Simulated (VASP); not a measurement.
**C: single point with r2SCAN**

Crystal: C.

```
CELL_PARAMETERS angstrom
0.00000 1.77140 1.77140
1.77140 0.00000 1.77140
1.77140 1.77140 0.00000
ATOMIC_POSITIONS crystal
C 0.75000 0.75000 0.75000
C 0.50000 0.50000 0.50000
```

```json
{"Program": "VASP 6.6.1", "Task": "single point", "Functional": "r2SCAN", "Potentials or basis": "VASP PAW PBE potentials, release 64 (C)", "Cutoff": "520 eV", "k mesh": "13 × 13 × 13", "Occupations": "fermi-dirac, width 0.05 eV", "Spin": "no spin polarisation", "Dipole correction": "no", "Further INCAR settings": "ALGO = Normal; EDIFF = 1e-07; NBANDS = 11"}
```

```yaml
Pressure: 8.0 GPa
Band_gap_on_the_k_mesh: 4.38 eV, indirect (least direct gap 5.89 eV)
```

Levels at points of the mesh, in eV from the valence-band top:
| k point | band 2 | band 3 | band 4 | band 5 | band 6 | band 7 |
| --- | --- | --- | --- | --- | --- | --- |
| (0.00, 0.00, 0.00) | 0.00 | 0.00 | 0.00 | 5.89 | 5.89 | 5.89 |

Run time: 38 s on 1 thread of Intel(R) Xeon(R) Platinum 8375C CPU @ 2.90GHz (Ice Lake), on a shared host, peak memory 0.12 GiB.

Caveat: the PAW data sets were made with another functional, which shifts forces and pressure a little. A k mesh can miss the band edges.
